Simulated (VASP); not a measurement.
Crystal: C.

```
C
1.0
    -0.01780    1.78012    1.78012
     1.78012   -0.01780    1.78012
     1.76232    1.76232    0.00000
C
2
Direct
  0.99984 0.99984 0.00016
  0.25016 0.25016 0.24984
```

This cell differs from its parent crystal: shear xy strain -2.0%.

Base run:

- Program: VASP 6.6.1
- Functional: PBE
- Potentials or basis: VASP PAW PBE potentials, release 64 (C)
- Cutoff: 520 eV
- k mesh: 12 × 12 × 12
- Occupations: fermi-dirac, width 0.02 eV
- Spin: no spin polarisation

Its results: band gap on the k mesh 4.11 eV (least direct gap 5.29 eV); pressure 5.1 GPa; largest force 0.027 eV/Å.

Task: The run is repeated on the same cell with these changes: functional from PBE to r2SCAN; occupations from fermi-dirac, width 0.02 eV to gaussian, width 0.01 eV. What comes out?

Result: Band gap on the k mesh 4.30 eV (least direct gap 5.53 eV); pressure 1.3 GPa; largest force 0.007 eV/Å.

Caveats: the cell stands under pressure (at least some runs); the PAW data sets were made with another functional, which shifts forces and pressure a little (at least some runs).

A k mesh can miss the band edges.
